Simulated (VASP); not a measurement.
A run of VASP 6.6.1:

The input INCAR:

```
ALGO = Fast
EDIFF = 1E-6
ENCUT = 520
GGA = PS
ISIF = 2
ISMEAR = 0
LASPH = True
LCHARG = False
LREAL = False
LWAVE = False
NBANDS = 21
NELM = 100
PREC = Accurate
SIGMA = 0.15
```

Contents of KPOINTS:

```
k-points
0
Gamma
  21 21 12
```

Contents of POSCAR:

```
Ru
1.0
    2.6885710940      0.0000000000      0.0000000000
   -1.3442855470      2.3283708673      0.0000000000
    0.0000000000      0.0000000000      4.4600705879
Ru
2
Direct
    0.3333333333      0.6666666667      0.2500000000
    0.6666666667      0.3333333333      0.7500000000
```

Potentials or basis: VASP PAW PBE potentials, release 64 (Ru_pv).

The run is started by

```console
$ cat potpaw_PBE.64/Ru_pv/POTCAR > POTCAR
$ mpirun -np 1 vasp_std > vasp.out
```

Hardware: 1 thread of Intel(R) Xeon(R) Platinum 8259CL CPU @ 2.50GHz (Skylake/Cascade Lake) (shared host).

Task: How long does it take, and how much memory?

Result: Run time: 3.7 min on 1 thread of Intel(R) Xeon(R) Platinum 8259CL CPU @ 2.50GHz (Skylake/Cascade Lake), with other jobs on the host, peak memory 0.26 GiB. Counts: scf iterations 13, k points 336.
